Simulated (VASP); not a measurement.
# Ga3BAs4 in VASP: notebook, part 3 of 3

VASP 6.6.1. Earlier steps stand in the parts before.

## (4) Single point, PBEsol

This run uses another cell than the first one, of 20.00 Å³/atom.

Contents of INCAR:

```
ALGO = Normal
EDIFF = 1E-6
ENCUT = 520
GGA = PS
ISIF = 2
ISMEAR = -1
ISYM = 0
LASPH = True
LCHARG = False
LREAL = Auto
LWAVE = False
NBANDS = 286
NCORE = 4
NELM = 100
PREC = Accurate
SIGMA = 0.05
```

Contents of KPOINTS:

```
Automatic mesh
0
Gamma
  1 1 1
  0.25 0.25 0.25
```

Contents of POSCAR:

```
Ga3BAs4
1.0
   10.8574217271      0.0000000000      0.0000000000
    0.0000000000     10.8574217271      0.0000000000
    0.0000000000      0.0000000000     10.8574217271
Ga B As
24 8 32
Direct
    0.9999390000      0.9994950000      0.9904470000
    0.0001530000      0.5005860000      0.9973430000
    0.0006790000      0.4999690000      0.4993530000
    0.4997680000      0.5089190000      0.0042300000
    0.5000180000      0.5085070000      0.4952630000
    0.2494870000      0.2510370000      0.0002530000
    0.2476550000      0.2463520000      0.5005570000
    0.2532700000      0.7497780000      0.9959010000
    0.2500700000      0.7546710000      0.5047410000
    0.7495140000      0.2504710000      0.0008380000
    0.7532300000      0.2461300000      0.4995690000
    0.7476200000      0.7507700000      0.9961090000
    0.7500810000      0.7549550000      0.5044550000
    0.2549020000      0.0023760000      0.2548170000
    0.2490630000      0.9972420000      0.7469380000
    0.2448440000      0.5040180000      0.7519020000
    0.7448510000      0.0021300000      0.2537550000
    0.7490370000      0.9972130000      0.7470040000
    0.7549170000      0.5050610000      0.7521050000
    0.9997400000      0.2545330000      0.2586880000
    0.0000040000      0.7455530000      0.2582190000
    0.5001420000      0.2476360000      0.2503140000
    0.4999080000      0.2407760000      0.7492480000
    0.5006540000      0.7496580000      0.2497160000
    0.0007780000      0.9984580000      0.5102090000
    0.4961570000      0.9925940000      0.9934090000
    0.5004450000      0.9925460000      0.5053990000
    0.2491470000      0.4995950000      0.2476850000
    0.7491300000      0.4979610000      0.2493510000
    0.9961630000      0.2437100000      0.7423250000
    0.0004270000      0.7556870000      0.7423030000
    0.5007770000      0.7604670000      0.7481920000
    0.1226580000      0.1251210000      0.1262940000
    0.1025390000      0.1246780000      0.6239660000
    0.1408850000      0.6138610000      0.1364210000
    0.1113640000      0.6405150000      0.6360650000
    0.6103540000      0.1083900000      0.1054720000
    0.6126570000      0.1096930000      0.6083590000
    0.6424210000      0.6146270000      0.1392750000
    0.6143100000      0.6433730000      0.6403320000
    0.3612360000      0.3892740000      0.1365320000
    0.3744040000      0.3756400000      0.6250540000
    0.3865160000      0.8857920000      0.1115060000
    0.3979190000      0.8759880000      0.6252120000
    0.8612360000      0.3868380000      0.1390140000
    0.8865310000      0.3617770000      0.6355060000
    0.8743930000      0.8753240000      0.1253230000
    0.8978930000      0.8754950000      0.6257530000
    0.3903950000      0.1102640000      0.3952640000
    0.3841010000      0.1110010000      0.8891720000
    0.3553840000      0.6164540000      0.3593100000
    0.3897520000      0.6419000000      0.8595830000
    0.8897280000      0.1098600000      0.3916560000
    0.8841100000      0.1394520000      0.8607320000
    0.8553950000      0.6095770000      0.3661920000
    0.8903780000      0.6455350000      0.8599990000
    0.1424750000      0.3895150000      0.3643680000
    0.1103620000      0.3557180000      0.8581510000
    0.1143270000      0.8905620000      0.3931290000
    0.1127060000      0.8585770000      0.8594310000
    0.6408980000      0.3866740000      0.3636100000
    0.6227190000      0.3765240000      0.8748810000
    0.6113900000      0.8862920000      0.3902770000
    0.6025280000      0.8742150000      0.8744180000
```

Potentials or basis: VASP PAW PBE potentials, release 64 (Ga_d, B, As).

Run with:

```bash
$ cat potpaw_PBE.64/Ga_d/POTCAR potpaw_PBE.64/B/POTCAR potpaw_PBE.64/As/POTCAR > POTCAR
$ mpirun -np 4 vasp_std > vasp.out
```

OUTCAR:

```text
EDIFF = 1E-6
   ENCUT = 520
   GGA = PS
   ISIF = 2
   ISMEAR = -1
   ISYM = 0
   LASPH = True
   LREAL = Auto
   NELM = 100
   PREC = Accurate

 ion  position               nearest neighbor table
   1  1.000  0.999  0.990-  33 2.41  47 2.41  60 2.42  54 2.42
   2  0.000  0.501  0.997-  56 2.47  35 2.48  45 2.48  58 2.49
   3  0.001  0.500  0.499-  57 2.44  46 2.44  36 2.44  55 2.45
   4  0.500  0.509  0.004-  62 2.41  39 2.42  52 2.44  41 2.45
   5  0.500  0.509  0.495-  42 2.43  51 2.45  61 2.48  40 2.48
   6  0.249  0.251  0.000-  33 2.37  50 2.43  41 2.43  58 2.44
[... 56 lines left out ...]
  63  0.611  0.886  0.390-  27 2.08  13 2.42  17 2.42  24 2.44
  64  0.603  0.874  0.874-  32 2.15  26 2.16  12 2.45  18 2.50

IMPORTANT INFORMATION: All symmetrisations will be switched off!
NOSYMM: (Re-)initialisation of all symmetry stuff for point group C_1.

----------------------------------------------------------------------------------------

                                     Primitive cell

  volume of cell :    1279.9120

  direct lattice vectors                    reciprocal lattice vectors
    10.857421727  0.000000000  0.000000000     0.092102897  0.000000000  0.000000000
     0.000000000 10.857421727  0.000000000     0.000000000  0.092102897  0.000000000
     0.000000000  0.000000000 10.857421727     0.000000000  0.000000000  0.092102897

  length of vectors
    10.857421727 10.857421727 10.857421727     0.092102897  0.092102897  0.092102897

  position of ions in fractional coordinates (direct lattice)
     0.999939000  0.999495000  0.990447000
     0.000153000  0.500586000  0.997343000
     0.000679000  0.499969000  0.499353000
     0.499768000  0.508919000  0.004230000
     0.500018000  0.508507000  0.495263000
     0.249487000  0.251037000  0.000253000
[... 56 lines left out ...]
     0.611390000  0.886292000  0.390277000
     0.602528000  0.874215000  0.874418000

  ion indices of the primitive-cell ions
   primitive index   ion index
                 1           1
[... 137 lines left out ...]
  Thomas-Fermi vector in A             =   2.329565
   LORBIT       =      0    0 simple, 1 ext, 2 COOP (PROOUT), +10 PAW based schemes
   GGA     = PS    functional components
   LHFCALC =     F    Hartree Fock is set to
   AEXX    =    0.0000 exact exchange contribution
   IVDW    =     0    specifies the selected vdW correction
   LEPSILON=     F    determine dielectric tensor
   LRPA    =     F    only Hartree local field effects (RPA)
 non-spin polarized calculation
  energy-cutoff  :      520.00
  volume of cell :     1279.91
 maximum number of plane-waves:     34442
 NGX is ok and might be reduce to    84
   NGX = 41   NGY = 41   NGZ = 41

 number of electron     495.9999986 magnetization

 Free energy of the ion-electron system (eV)
  ---------------------------------------------------
  ext. energy  EPLUGINS =         0.00000000
  ---------------------------------------------------
  free energy    TOTEN  =      -311.09912738 eV

  energy without entropy =     -311.09912070  energy(sigma->0) =     -311.09912404

 E-fermi :   4.8608     XC(G=0): -10.0560

 val. band max:        4.1980357966   @ k =   0.2500  -0.2500   0.2500
 cond. band min:       5.5019322007   @ k =  -0.2500  -0.2500   0.2500
 fundamental gap:      1.3038964041
 Fermi energy:         4.8608013862

 k-point     1 :       0.2500    0.2500    0.2500
  band No.  band energies     occupation
      1     -10.5854      2.00000
      2     -10.5794      2.00000
      3     -10.5787      2.00000
      4     -10.5752      2.00000
      5     -10.5698      2.00000
      6     -10.5697      2.00000
[... 1041 lines left out ...]
    259       6.5155      0.00000
    260       6.5890      0.00000
 [bands above 260 left out]

------------------------ aborting loop because EDIFF is reached ----------------------------------------

  FORCE on cell =-STRESS in cart. coord.  units (eV):
  Direction    XX          YY          ZZ          XY          YZ          ZX
  --------------------------------------------------------------------------------------
  -------------------------------------------------------------------------------------
  Total        5.0848323      0.5087247      0.4899226      0.2178352     -0.0962873      0.2161072
  in kB        6.3651274      0.6368149      0.6132788      0.2726833     -0.1205312      0.2705202
  external PRESSURE =       2.5384070 kB  Pullay stress =       0.0000000 kB

 VOLUME and BASIS-vectors are now :
 -----------------------------------------------------------------------------
  energy-cutoff  :      520.00
  volume of cell :     1279.91
      direct lattice vectors                 reciprocal lattice vectors
    10.857421727  0.000000000  0.000000000     0.092102897  0.000000000  0.000000000
     0.000000000 10.857421727  0.000000000     0.000000000  0.092102897  0.000000000
     0.000000000  0.000000000 10.857421727     0.000000000  0.000000000  0.092102897

 POSITION                                       TOTAL-FORCE (eV/Angst)
 -----------------------------------------------------------------------------------
     10.85676     10.85194     10.75370        -0.026819     -0.013886     -0.007339
      0.00166      5.43507     10.82857         0.037578     -0.061294      0.006542
      0.00737      5.42837      5.42169        -0.041028      0.033316      0.017309
      5.42619      5.52555      0.04593         0.023285     -0.060177      0.008418
      5.42891      5.52107      5.37728        -0.025189      0.006524      0.022614
      2.70879      2.72561      0.00275        -0.049428      0.014394     -0.028576
[... 56 lines left out ...]
      6.63812      9.62285      4.23740        -0.075170     -0.055622     -0.020033
      6.54190      9.49172      9.49392         0.006482      0.035772      0.028739
 -----------------------------------------------------------------------------------
    total drift:                                0.009702     -0.014920     -0.019984

  FREE ENERGIE OF THE ION-ELECTRON SYSTEM (eV)
  ---------------------------------------------------
  free  energy   TOTEN  =      -311.0991273776 eV

  energy  without entropy=     -311.0991207040  energy(sigma->0) =     -311.09912404
```

stdout:

```text
POSCAR found type information on POSCAR GaB As
 POSCAR found :  3 types and      64 ions
 scaLAPACK will be used
 -----------------------------------------------------------------------------
|                                                                             |
|                                                                             |
|     You enforced a specific xc type in the INCAR file but a different       |
|     I HOPE YOU KNOW WHAT YOU ARE DOING!                                     |
|                                                                             |
 -----------------------------------------------------------------------------

 LDA part: xc-table for (Slater+PW92), standard interpolation
 POSCAR, INCAR and KPOINTS ok, starting setup
 FFT: planning ... GRIDC
 FFT: planning ... GRID_SOFT
 FFT: planning ... GRID
 WAVECAR not read
 entering main loop
```

Wall time 24 min (4 MPI ranks of Oxide Virtual Turin-like, shared host); peak memory 0.53 GiB.

Results:

- Free energy: -311.0991 eV
- Pressure: 0.3 GPa
- Largest force: 0.171 eV/Å
- Band gap on the k mesh: 1.30 eV

Forces on the atoms (eV/Å):
```
Ga  -0.027 -0.014 -0.007
Ga   0.038 -0.061  0.007
Ga  -0.041  0.033  0.017
Ga   0.023 -0.060  0.008
Ga  -0.025  0.007  0.023
Ga  -0.049  0.014 -0.029
Ga  -0.028 -0.019 -0.012
Ga  -0.018  0.010 -0.023
Ga   0.072 -0.035 -0.029
Ga  -0.048 -0.027  0.013
Ga  -0.017 -0.022  0.009
Ga  -0.028 -0.011 -0.020
Ga   0.072 -0.027 -0.036
Ga   0.007 -0.070  0.024
Ga  -0.011 -0.012  0.035
Ga   0.016  0.007 -0.039
Ga   0.017 -0.039  0.008
Ga  -0.010  0.035 -0.012
Ga   0.007  0.025 -0.069
Ga   0.024  0.008 -0.061
Ga  -0.025  0.022  0.007
Ga   0.039  0.006 -0.061
Ga  -0.025 -0.009 -0.014
Ga  -0.041  0.016  0.033
B   -0.004  0.122  0.061
B    0.092  0.052  0.015
B    0.045  0.076  0.032
B    0.054  0.079  0.062
B    0.054  0.062  0.078
B    0.092  0.012  0.053
B    0.046  0.030  0.075
B   -0.003  0.062  0.122
As   0.030  0.005  0.021
As   0.009  0.030  0.032
As  -0.022 -0.071 -0.059
As  -0.075 -0.022 -0.055
As   0.086  0.087  0.062
As   0.102  0.052  0.095
As  -0.033 -0.061 -0.045
As  -0.073 -0.053 -0.061
As  -0.066  0.013 -0.038
As   0.003  0.008  0.069
As  -0.064  0.009 -0.023
As  -0.023 -0.090 -0.103
As  -0.061 -0.038  0.013
As  -0.063 -0.026  0.008
As   0.003  0.069  0.010
As  -0.022 -0.100 -0.093
As  -0.021 -0.060 -0.028
As  -0.076 -0.051 -0.031
As   0.103  0.101  0.092
As  -0.029 -0.034 -0.061
As  -0.027 -0.063 -0.032
As  -0.077 -0.030 -0.053
As   0.102  0.091  0.103
As  -0.023 -0.027 -0.059
As  -0.033 -0.046 -0.060
As   0.083  0.061  0.084
As  -0.075 -0.059 -0.049
As   0.101  0.095  0.051
As  -0.022 -0.060 -0.070
As   0.032  0.019  0.001
As  -0.075 -0.056 -0.020
As   0.006  0.036  0.029
```

Caveat: the PAW data sets were made with another functional, which shifts forces and pressure a little; a shifted mesh leaves out Γ, where band edges can lie.

## (5) Overview

```csv
task,level,cell,cutoff (eV),grid for exact exchange (PRECFOCK),share of exact exchange,screening parameter,gap on the mesh (eV),pressure (GPa),largest force (eV/Å)
relaxation of volume and atoms at fixed shape,PBEsol,"relaxed from a = 10.874 Å, 64 atoms, atomic positions A",560,-,-,-,1.32,0.0,0.03
single point,HSE06,"a = 10.857 Å, 64 atoms, atomic positions B",420,Fast,0.25,0.2079 1/Å,2.21,0.5,0.08
single point,PBEsol,"a = 10.857 Å, 64 atoms, atomic positions B",520,-,-,-,1.30,0.3,0.17
```

Alike in all rows: potentials or basis VASP PAW PBE potentials, release 64 (Ga_d, B, As); no spin polarisation; k mesh 1 × 1 × 1, shifted; smearing fermi-dirac 0.05 eV.

Caveats: the PAW data sets were made with another functional, which shifts forces and pressure a little; a shifted mesh leaves out Γ, where band edges can lie.

Absolute energies hang on the potentials; compare differences alone.
